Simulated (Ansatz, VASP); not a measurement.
Ga2O3 in VASP and in Ansatz

```
Ga O
1.0
     2.49973    1.44322    4.50032
    -2.49973    1.44322    4.50032
     0.00000   -2.88643    4.50032
Ga O
4 6
Direct
  0.85596 0.85596 0.85596
  0.64404 0.64404 0.64404
  0.14404 0.14404 0.14404
  0.35596 0.35596 0.35596
  0.05260 0.44740 0.75000
  0.75000 0.05260 0.44740
  0.44740 0.75000 0.05260
  0.94740 0.55260 0.25000
  0.25000 0.94740 0.55260
  0.55260 0.25000 0.94740
```

Alike in both runs: task single point; functional r2SCAN; k mesh 6 × 6 × 6; occupations gaussian, width 0.1 eV; no spin polarisation.

```csv
,VASP,Ansatz
version,VASP 6.6.1,Ansatz 0.2.0
potentials or method,"VASP PAW PBE potentials, release 64 (Ga_d, O), cutoff 520 eV","scalar-relativistic, plane waves, PAW"
valence electrons in the cell,88,88
```

```tsv
	VASP	Ansatz	Ansatz less VASP
gap on the k mesh at the Fermi level (eV)	3.42	3.44	+0.018
least direct gap on the mesh (eV)	3.67	3.69	+0.013
pressure (GPa)	-0.5	-2.4	-1.87
traceless stress, the component that is largest in VASP (GPa)	-0.82	-0.39	+0.438
rms of the force components (eV/Å)	0.045	0.044	-0.0019
```

VASP's potentials were made for PBE, not for r2SCAN. Atom by atom the forces differ by 0.023 eV/Å (rms over components). The functional is the same, so the differences come from potentials, cutoffs and numerics.
